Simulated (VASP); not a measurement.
A run of VASP 6.6.1 is set up as follows.

The input INCAR:

```
ALGO     = Normal         # electronic algorithm
EDIFF    = 1E-7           # SCF threshold, eV
ENCUT    = 520            # plane-wave cutoff, eV
GGA      = PE             # functional
ISIF     = 2              # what is computed and relaxed
ISMEAR   = 0              # smearing method
LASPH    = True           # aspherical terms in the spheres
LCHARG   = False          # write CHGCAR
LREAL    = False          # projectors in reciprocal space
LWAVE    = False          # write WAVECAR
NBANDS   = 12             # bands
NELM     = 60             # most SCF steps
PREC     = Accurate       # precision mode
SIGMA    = 0.1            # smearing width, eV
```

Contents of KPOINTS:

```
k-points
0
Gamma
  22 22 12
```

POSCAR

```
P
1.0
    2.4246941115      0.0000000000      0.0000000000
    0.0000000000      2.4385351442      0.0000000000
   -0.0203144631      0.0000000000      4.8524328982
P
2
Direct
    0.9999999700      0.0000000000      0.2505746400
    0.0000000300      0.0000000000      0.7494253600
```

Potentials or basis: VASP PAW PBE potentials, release 64 (P).

The run is started by

```bash
$ cat potpaw_PBE.64/P/POTCAR > POTCAR
$ mpirun -np 1 vasp_std > vasp.out
```

Question: Estimate the largest force.

Answer: 0.010 eV/Å.

Question: What does it give for the pressure?

Answer: 1.9 GPa.

Stress tensor (GPa, compression positive):
```
2.74 0.00 0.28
0.00 0.99 0.00
0.28 0.00 1.97
```
